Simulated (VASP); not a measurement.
Write the native input for VASP 6.6.1 that does the following.

```
Task                   : single point
Functional             : PBEsol
Potentials or basis    : VASP PAW PBE potentials, release 64 (K_sv)
Cutoff                 : 520 eV
k mesh                 : 12 × 12 × 12
Occupations            : gaussian, width 0.05 eV
Spin                   : no spin polarisation
Dipole correction      : no
Further INCAR settings : ALGO = Normal; EDIFF = 1e-06; NBANDS = 10
```

The structure of K lies in POSCAR:

```
K
1.0
   -2.6150000000      2.6150000000      2.6150000000
    2.6150000000     -2.6150000000      2.6150000000
    2.6150000000      2.6150000000     -2.6150000000
K
1
Direct
    0.0000000000      0.0000000000      0.0000000000
```

One way to write it, as run:

INCAR

```
SYSTEM = K
  PREC = Accurate
  ENCUT = 520
  EDIFF = 1E-6
  ISMEAR = 0
  SIGMA = 0.05
  LREAL = .FALSE.
  LASPH = .TRUE.
  NELM = 60
  ALGO = Normal
  ISIF = 2
  LWAVE = .FALSE.
  LCHARG = .TRUE.
  GGA = PS
  LELF = .TRUE.
  LVHAR = .TRUE.
  NBANDS = 10
```

KPOINTS

```
Automatic mesh
0
G
  12 12 12
  0 0 0
```

Potentials or basis: VASP PAW PBE potentials, release 64 (K_sv).

Run with:

```sh
$ cat potpaw_PBE.64/K_sv/POTCAR > POTCAR
$ mpirun -np 1 vasp_std > vasp.out
```

Results of the run:

* Pressure: 0.0 GPa

Caveat: the PAW data sets were made with another functional, which shifts forces and pressure a little.

Run time: 19 s on 1 thread of Intel(R) Xeon(R) 6975P-C (Granite Rapids) (shared host), peak memory 0.21 GiB.
